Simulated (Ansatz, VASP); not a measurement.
## Two plane-wave programs on LiB8

```xyz
9
Lattice="5.8014 0.0000 0.0000 -2.9007 5.0241 0.0000 0.0000 0.0000 1.9845" Properties=species:S:1:pos:R:3 pbc="T T T"
Li    0.0000    0.0000    0.9923
B     1.3058    4.1033    1.9846
B     2.9007    1.6747    0.9922
B    -1.3058    4.1033    1.9846
B     0.0000    1.8416    1.9846
B     2.9007    3.1825    0.0000
B     4.2065    0.9208    0.0000
B     0.0000    3.3494    0.9923
B     1.5949    0.9208    0.0000
```

Alike in both runs: functional PBE; dispersion D3(BJ); k mesh 3 × 3 × 6; occupations gaussian, width 0.1 eV; no spin polarisation.

Ansatz relaxed the structure, and its values are those at the end. VASP's run is a single point on that final structure, the one shown.

|  | VASP | Ansatz |
| --- | --- | --- |
| version | VASP 6.6.1 | Ansatz 0.2.0 |
| potentials or method | VASP PAW PBE potentials, release 64 (Li_sv, B), cutoff 520 eV | scalar-relativistic, plane waves, PAW |
| valence electrons in the cell | 27 | 27 |

```tsv
	VASP	Ansatz	Ansatz less VASP
gap on the k mesh at the Fermi level (eV)	none	none	-
rms of the force components (eV/Å)	0.015	0.005	-0.0095
```

A gap of «none» marks a metal or a gap that the smearing closes.

The k mesh is coarse, so the values compare programs but aren't converged. Noted on VASP's run: the cutoff is short for stress, so the pressure is rough.
